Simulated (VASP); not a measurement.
A run of VASP 6.6.1:

INCAR

```
ALGO = Normal
EDIFF = 1E-7
ENCUT = 520
GGA = PE
ISIF = 2
ISMEAR = 0
LASPH = True
LCHARG = False
LREAL = False
LWAVE = False
NBANDS = 16
NELM = 80
PREC = Accurate
SIGMA = 0.15
```

Contents of KPOINTS:

```
k-points
0
Gamma
  18 18 18
```

Contents of POSCAR:

```
InSb
1.0
    0.0000000000      3.5020967280      2.9767822188
    3.5020967280      0.0000000000      2.9767822188
    3.5020967280      3.5020967280      0.0000000000
In Sb
1 1
Direct
    0.0000000000      0.0000000000      0.0000000000
    0.7500000000      0.7500000000      0.7500000000
```

Potentials or basis: VASP PAW PBE potentials, release 64 (In_d, Sb).

Launch:

```console
$ cat potpaw_PBE.64/In_d/POTCAR potpaw_PBE.64/Sb/POTCAR > POTCAR
$ mpirun -np 1 vasp_std > vasp.out
```

Hardware: 1 thread of Intel Xeon 8259CL, with other jobs on the host.

Task: Estimate the wall time of this run.

Result: Run time: 15 min on 1 thread of Intel Xeon 8259CL (shared host), peak memory 0.69 GiB. Counts: scf iterations 15, k points 480.
